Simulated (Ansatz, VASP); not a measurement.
**Two plane-wave programs on Hg**

The input INCAR:

```
PREC = Accurate ; ENCUT = 550
EDIFF = 1E-6 ; ISMEAR = 0
SIGMA = 0.05 ; LREAL = F
LASPH = T ; NELM = 120
ALGO = Normal ; ISIF = 2
LWAVE = F ; LCHARG = T
GGA = PE ; LELF = T
LVHAR = T ; NBANDS = 37
GGA_COMPAT = F
```

File KPOINTS:

```
regular mesh
0
Gamma
  9 9 10
```

File POSCAR:

```
Hg
1.0
    4.4473209336      0.0000000000      0.0000000000
   -2.2236604668      3.8514929073      0.0000000000
    0.0000000000      0.0000000000      3.7909982407
Hg
3
Direct
    0.3333333333      0.6666666667      0.5000000000
    0.0000000000      0.0000000000      0.0000000000
    0.6666666667      0.3333333333      0.5000000000
```

Input for Ansatz:

```yaml
crystal:
  lattice:
    - [4.4473209336, 0.0, 0.0]
    - [-2.2236604668, 3.8514929073, 0.0]
    - [0.0, 0.0, 3.7909982407]
  atoms:
    - { symbol: Hg, position: [0.3333333333, 0.6666666667, 0.5] }
    - { symbol: Hg, position: [0.0, 0.0, 0.0] }
    - { symbol: Hg, position: [0.6666666667, 0.3333333333, 0.5] }
basis:
  ecutwfc: 420
  fft_grid_basis: typed
kpoints:
  mp_grid: { grid: [9, 9, 10] }
hamiltonian:
  xc: pbe
  pseudopotentials: { kind: paw }
scf:
  occupations: { method: gaussian, width: 0.05 }
output:
  forces: true
  stress: true
  eigenvalues: true
  bader: true
  write_density: true
  volumetric_format: npy
  elf: true
```

Alike in both runs: task single point; functional PBE; k mesh 9 × 9 × 10; occupations gaussian, width 0.05 eV; no spin polarisation.

|  | VASP | Ansatz |
| --- | --- | --- |
| version | VASP 6.6.1 | Ansatz 0.2.0 |
| potentials or method | VASP PAW PBE potentials, release 64 (Hg_sv_GW), cutoff 550 eV | scalar-relativistic, plane waves, PAW |
| valence electrons in the cell | 60 | 60 |

Ansatz gave:

* gap on the k mesh at the Fermi level (eV): none
* pressure (GPa): 19.7
* traceless stress, the component that is largest in VASP (GPa): -12.69

Task: Which values does VASP return?

Result: gap on the k mesh at the Fermi level (eV): none; pressure (GPa): 19.5; traceless stress, the component that is largest in VASP (GPa): -12.76.

A gap of «none» marks a metal or a gap that the smearing closes. With one functional, cell and mesh, what is left measures potentials, basis and numerics.

Neither program's run includes spin-orbit coupling.
